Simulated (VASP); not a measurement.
# CsO (Immm) in VASP: further runs, part 2 of 4

VASP 6.6.1. Earlier steps stand in the parts before.

### Step 3. Single point, LDA (strain +0.0300 x Voigt [1, -1, 0, 0, 0, 0])

File INCAR:

```
SYSTEM = CsO
PREC = Accurate
ENCUT = 520
EDIFF = 1E-7
ISMEAR = 0
SIGMA = 0.05
LREAL = .FALSE.
LASPH = .TRUE.
NELM = 60
ALGO = Normal
ISIF = 2
LWAVE = .FALSE.
LCHARG = .FALSE.
GGA = CA
NBANDS = 23
```

File KPOINTS:

```
regular mesh
0
G
  8 8 8
  0 0 0
```

File POSCAR:

```
CsO
1.0
   -2.2258300000      3.1185500000      3.7585000000
    2.2258300000     -3.1185500000      3.7585000000
    2.2258300000      3.1185500000     -3.7585000000
Cs O
2 2
Direct
    0.2500000000      0.2500000000      0.0000000000
    0.7500000000      0.7500000000      0.0000000000
    0.6200000000      0.0000000000      0.6200000000
    0.3800000000      0.0000000000      0.3800000000
```

Potentials or basis: VASP PAW LDA potentials, release 64 (Cs_sv, O).

Started as:

```bash
cat potpaw_LDA.64/Cs_sv/POTCAR potpaw_LDA.64/O/POTCAR > POTCAR
mpirun -np 1 vasp_std > vasp.out
```

OUTCAR:

```text
SYSTEM = CsO
   PREC = Accurate
   ENCUT = 520
   EDIFF = 1E-7
   ISMEAR = 0
   LREAL = .FALSE.
   LASPH = .TRUE.
   NELM = 60
   ISIF = 2
   GGA = CA

 ion  position               nearest neighbor table
   1  0.250  0.250  0.000-
   2  0.750  0.750  0.000-
   3  0.620  0.000  0.620-   4 1.50
   4  0.380  0.000  0.380-   3 1.50

  LATTYP: Found a body centered orthorhombic cell.
 ALAT       =     4.4516600000
 B/A-ratio  =     1.4010728582
 C/A-ratio  =     1.6885835846

  Lattice vectors:

 A1 = (  -2.2258300000,   3.1185500000,   3.7585000000)
 A2 = (   2.2258300000,  -3.1185500000,   3.7585000000)
 A3 = (   2.2258300000,   3.1185500000,  -3.7585000000)

Analysis of symmetry for initial positions (statically):
=====================================================================
 Subroutine PRICEL returns:
 Original cell was already a primitive cell.

 Routine SETGRP: Setting up the symmetry group for a
 body centered orthorhombic supercell.

 Subroutine GETGRP returns: Found  8 space group operations
 (whereof  8 operations were pure point group operations)
 out of a pool of  8 trial point group operations.

The static configuration has the point symmetry D_2h.

Analysis of symmetry for dynamics (positions and initial velocities):
=====================================================================
 Subroutine PRICEL returns:
 Original cell was already a primitive cell.

 Routine SETGRP: Setting up the symmetry group for a
 body centered orthorhombic supercell.

 Subroutine GETGRP returns: Found  8 space group operations
 (whereof  8 operations were pure point group operations)
 out of a pool of  8 trial point group operations.

The dynamic configuration has the point symmetry D_2h.

 Subroutine INISYM returns: Found  8 space group operations
 (whereof  8 operations are pure point group operations),
 and found     1 'primitive' translations

----------------------------------------------------------------------------------------

                                     Primitive cell

  volume of cell :     104.3564

  direct lattice vectors                    reciprocal lattice vectors
    -2.225830000  3.118550000  3.758500000     0.000000000  0.160330923  0.133031795
     2.225830000 -3.118550000  3.758500000     0.224635305  0.000000000  0.133031795
     2.225830000  3.118550000 -3.758500000     0.224635305  0.160330923  0.000000000

  length of vectors
     5.367121719  5.367121719  5.367121719     0.208334978  0.261071788  0.275983740

  position of ions in fractional coordinates (direct lattice)
     0.250000000  0.250000000  0.000000000
     0.750000000  0.750000000  0.000000000
     0.620000000  0.000000000  0.620000000
     0.380000000  0.000000000  0.380000000

  ion indices of the primitive-cell ions
   primitive index   ion index
                 1           1
                 2           2
                 3           3
                 4           4

----------------------------------------------------------------------------------------

 KPOINTS: regular mesh

Automatic generation of k-mesh.
 Grid dimensions read from file:
 generate k-points for:    8    8    8

 Generating k-lattice:

  Cartesian coordinates                     Fractional coordinates (reciprocal lattice)
     0.000000000  0.020041365  0.016628974     0.125000000  0.000000000  0.000000000
     0.028079413  0.000000000  0.016628974    -0.000000000  0.125000000  0.000000000
     0.028079413  0.020041365  0.000000000    -0.000000000  0.000000000  0.125000000

  Length of vectors
     0.026041872  0.032633973  0.034497968

  Shift w.r.t. Gamma in fractional coordinates (k-lattice)
     0.000000000  0.000000000  0.000000000

 Subroutine IBZKPT returns following result:
 ===========================================

 Found     95 irreducible k-points:

 Following reciprocal coordinates:
            Coordinates               Weight
  0.000000  0.000000  0.000000      1.000000
  0.125000 -0.000000  0.000000      4.000000
  0.250000 -0.000000  0.000000      4.000000
  0.375000  0.000000  0.000000      4.000000
  0.500000 -0.000000  0.000000      2.000000
  0.000000  0.125000 -0.000000      4.000000
[... 16 lines left out ...]
  0.125000  0.375000 -0.000000      8.000000
  0.250000  0.375000  0.000000      8.000000
 [... further k-points ...]
   k-points           NKPTS =     95   k-points in BZ     NKDIM =     95   number of bands    NBANDS=     23
   number of dos      NEDOS =    301   number of ions     NIONS =      4
   total plane-waves  NPLWV =  64000
   dimension x,y,z NGX =    40 NGY =   40 NGZ =   40
   dimension x,y,z NGXF=    80 NGYF=   80 NGZF=   80
   ions per type =               2   2
   NGX,Y,Z   is equivalent  to a cutoff of  12.39, 12.39, 12.39 a.u.
   NGXF,Y,Z  is equivalent  to a cutoff of  24.78, 24.78, 24.78 a.u.
 SYSTEM =  CsO
   PREC   = accura    normal or accurate (medium, high low for compatibility)
   ISTART =      0    job   : 0-new  1-cont  2-samecut
   ICHARG =      2    charge: 1-file 2-atom 10-const
   ISPIN  =      1    spin polarized calculation?
   LNONCOLLINEAR =      F non collinear calculations
   LSORBIT =      F    spin-orbit coupling
   LASPH  =      T    aspherical Exc in radial PAW
   ENCUT  =  520.0 eV  38.22 Ry    6.18 a.u.   9.98  9.98  9.98*2*pi/ulx,y,z
   NELM   =     60;   NELMIN=  2; NELMDL= -5     # of ELM steps
   EDIFF  = 0.1E-06   stopping-criterion for ELM
   LREAL  =      F    real-space projection
   EDIFFG = 0.1E-05   stopping-criterion for IOM
   NSW    =      0    number of steps for IOM
   IBRION =     -1    ionic relax: 0-MD 1-quasi-New 2-CG
   NFREE  =      0    steps in history (QN), initial steepest desc. (CG)
   ISIF   =      2    stress and relaxation
   ISYM   =      2    0-nonsym 1-usesym 2-fastsym
   POTIM  = 0.5000    time-step for ionic-motion
   TEBEG  =    0.0;   TEEND  =   0.0 temperature during run
   PSTRESS=    0.0 pullay stress
   NELECT =      30.0000    total number of electrons
   NUPDOWN=      -1.0000    fix difference up-down
   EMIN   =  10.00;   EMAX   =-10.00  energy-range for DOS
   EFERMI =   0.00;   METHOD = LEGACY
   ISMEAR =     0;   SIGMA  =   0.05  broadening in eV -4-tet -1-fermi 0-gaus
   EFERMI_NEDOS =   21; number of points for ismear=-14 and -15
   IALGO  =     38    algorithm
   IMIX   =      4    mixing-type and parameters
     AMIX     =   0.40;   BMIX     =  1.00
     AMIX_MAG =   1.60;   BMIX_MAG =  1.00
  volume/ion in A,a.u.               =      26.09       176.06
  Fermi-wavevector in a.u.,A,eV,Ry     =   1.080460  2.041774 15.883367  1.167395
  Thomas-Fermi vector in A             =   2.216452
   LORBIT       =      0    0 simple, 1 ext, 2 COOP (PROOUT), +10 PAW based schemes
   GGA     = CA    functional components
   LHFCALC =     F    Hartree Fock is set to
   AEXX    =    0.0000 exact exchange contribution
   IVDW    =     0    specifies the selected vdW correction
   LEPSILON=     F    determine dielectric tensor
   LRPA    =     F    only Hartree local field effects (RPA)
 non-spin polarized calculation
 Gauss-broadening in eV      SIGMA  =   0.05
  energy-cutoff  :      520.00
  volume of cell :      104.36
 maximum number of plane-waves:      2833
   NGX = 19   NGY = 19   NGZ = 19

 number of electron      30.0000005 magnetization

 Free energy of the ion-electron system (eV)
  ---------------------------------------------------
  ext. energy  EPLUGINS =         0.00000000
  ---------------------------------------------------
  free energy    TOTEN  =       -17.88132545 eV

  energy without entropy =      -17.88132545  energy(sigma->0) =      -17.88132545

 E-fermi :   2.5619     XC(G=0):  -8.9127

 val. band max:        2.3327201904   @ k =   0.0000   0.0000   0.0000
 cond. band min:       3.7846043865   @ k =   0.1250  -0.1250   0.1250
 fundamental gap:      1.4518841961
 Fermi energy:         2.5618587319

 k-point     1 :       0.0000    0.0000    0.0000
  band No.  band energies     occupation
      1     -19.8939      2.00000
      2     -19.2266      2.00000
      3     -17.7568      2.00000
      4     -11.7995      2.00000
      5      -7.1541      2.00000
      6      -6.9808      2.00000
[... 613 lines left out ...]
     22       8.8212      0.00000
     23       9.2843      0.00000

 [... further k-points ...]

------------------------ aborting loop because EDIFF is reached ----------------------------------------

  FORCE on cell =-STRESS in cart. coord.  units (eV):
  Direction    XX          YY          ZZ          XY          YZ          ZX
  --------------------------------------------------------------------------------------
  -------------------------------------------------------------------------------------
  Total       -2.0727886     -1.6312088     -2.0493015      0.0000000      0.0000000      0.0000000
  in kB      -31.8233832    -25.0438378    -31.4627863      0.0000000      0.0000000      0.0000000
  external PRESSURE =     -29.4433358 kB  Pullay stress =       0.0000000 kB

 VOLUME and BASIS-vectors are now :
 -----------------------------------------------------------------------------
  energy-cutoff  :      520.00
  volume of cell :      104.36
      direct lattice vectors                 reciprocal lattice vectors
    -2.225830000  3.118550000  3.758500000     0.000000000  0.160330923  0.133031795
     2.225830000 -3.118550000  3.758500000     0.224635305  0.000000000  0.133031795
     2.225830000  3.118550000 -3.758500000     0.224635305  0.160330923  0.000000000

 POSITION                                       TOTAL-FORCE (eV/Angst)
 -----------------------------------------------------------------------------------
      0.00000      0.00000      1.87925        -0.000000      0.000000      0.282535
      0.00000      0.00000      5.63775         0.000000     -0.000000     -0.282535
      0.00000      3.86700      0.00000         0.000000     -0.369020      0.000000
      0.00000      2.37010      0.00000         0.000000      0.369020      0.000000
 -----------------------------------------------------------------------------------
    total drift:                               -0.000000     -0.000000      0.000000

  FREE ENERGIE OF THE ION-ELECTRON SYSTEM (eV)
  ---------------------------------------------------
  free  energy   TOTEN  =       -17.8813254480 eV

  energy  without entropy=      -17.8813254480  energy(sigma->0) =      -17.88132545
```

It took 3.9 min on 1 thread of Intel Xeon Platinum 8488C (Sapphire Rapids), shared host; peak memory 0.32 GiB.

Results:

```
Free energy            : -17.8813 eV
Pressure               : -2.9 GPa
Largest force          : 0.369 eV/Å
Band gap on the k mesh : 1.45 eV (least direct gap 1.52 eV)
```

Forces on the atoms (eV/Å):
```
Cs   0.000  0.000  0.283
Cs   0.000  0.000 -0.283
O    0.000 -0.369  0.000
O    0.000  0.369  0.000
```

Stress tensor (GPa, compression positive):
```
-3.18  0.00  0.00
 0.00 -2.50  0.00
 0.00  0.00 -3.15
```

Levels at points of the mesh, in eV from the valence-band top:
```csv
k point,band 12,band 13,band 14,band 15,band 16,band 17,band 18,band 19
"(0.00, 0.00, 0.00)",-4.06,-3.96,-0.81,0.00,1.52,2.04,2.71,3.90
"(0.50, 0.00, 0.00)",-3.91,-3.81,-0.56,-0.49,2.25,3.60,3.71,4.99
"(0.00, 0.50, 0.00)",-3.64,-3.55,-0.81,-0.35,2.56,3.31,4.84,5.04
"(0.50, 0.50, 0.00)",-3.74,-3.56,-0.80,-0.75,2.66,2.75,3.15,4.31
"(0.50, 0.50, 0.50)",-4.16,-3.65,-0.64,-0.46,1.68,3.53,3.53,3.83
```

Caveat: the cell differs from its parent crystal (strain +0.0300 x Voigt [1, -1, 0, 0, 0, 0]); spin-orbit coupling is left out, which moves the levels of the heavy elements. A k mesh can miss the band edges.

(Part 2 of 4 ends here.)
